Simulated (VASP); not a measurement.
Write the native input for VASP 6.6.1 that does the following.

| Property | Result |
| --- | --- |
| Task | relaxation of cell and atoms |
| Functional | revPBE |
| Potentials or basis | VASP PAW PBE potentials, release 64 (Rh_pv) |
| Cutoff | 600 eV |
| k mesh | 6 × 6 × 6 |
| Occupations | fermi-dirac, width 0.1 eV |
| Spin | no spin polarisation |
| Dipole correction | no |
| Further INCAR settings | ALGO = Normal; EDIFF = 1e-07; IBRION = 2; EDIFFG = -0.01; NSW = 80; ISIF = 3 |

The structure of Rh lies in POSCAR:

```
Rh
1.0
    4.7916057449      0.0000000000      0.0000000000
    0.0000000000      4.7916057449      0.0000000000
    0.0000000000      0.0000000000      4.7916057449
Rh
8
Direct
    0.0000000000      0.0000000000      0.0000000000
    0.5000000000      0.5000000000      0.5000000000
    0.2500000000      0.0000000000      0.5000000000
    0.7500000000      0.0000000000      0.5000000000
    0.5000000000      0.2500000000      0.0000000000
    0.5000000000      0.7500000000      0.0000000000
    0.0000000000      0.5000000000      0.2500000000
    0.0000000000      0.5000000000      0.7500000000
```

These files were run (other wordings do the same):

INCAR

```
PREC = Accurate ; ENCUT = 600
EDIFF = 1E-7 ; ISMEAR = -1
SIGMA = 0.1 ; LREAL = F
LASPH = T ; NELM = 100
ALGO = Normal ; ISIF = 3
LWAVE = F ; LCHARG = F
GGA = RE ; IBRION = 2
NSW = 80 ; EDIFFG = -0.01
LUSENCCL = F
```

KPOINTS

```
Automatic mesh
0
Gamma
  6 6 6
```

Potentials or basis: VASP PAW PBE potentials, release 64 (Rh_pv).

Command:

```console
$ cat potpaw_PBE.64/Rh_pv/POTCAR > POTCAR
$ mpirun -np 1 vasp_std > vasp.out
```

Results of the run:

```yaml
Relaxed_volume: 14.78 Å³/atom
Relaxed_cell: a = 4.909 Å, b = 4.909 Å, c = 4.909 Å, α = 90.00°, β = 90.00°, γ = 90.00°
Space_group_after_relaxing_to_0.1_Å: Pm-3n (No. 223)
Energy_gained_by_relaxing: 56.8 meV/atom
Ionic_steps: 4
Pressure_after_relaxing: -0.1 GPa
Band_gap_on_the_k_mesh: zero (bands 60 and 61 overlap by 0.41 eV)
```

Caveat: the PAW data sets were made with another functional, which shifts forces and pressure a little.

Wall time 8.3 min on 1 × NVIDIA H100 80GB with 1 thread of Intel(R) Xeon(R) Platinum 8481C CPU @ 2.70GHz (Sapphire Rapids) (shared host), peak memory 1.3 GiB.
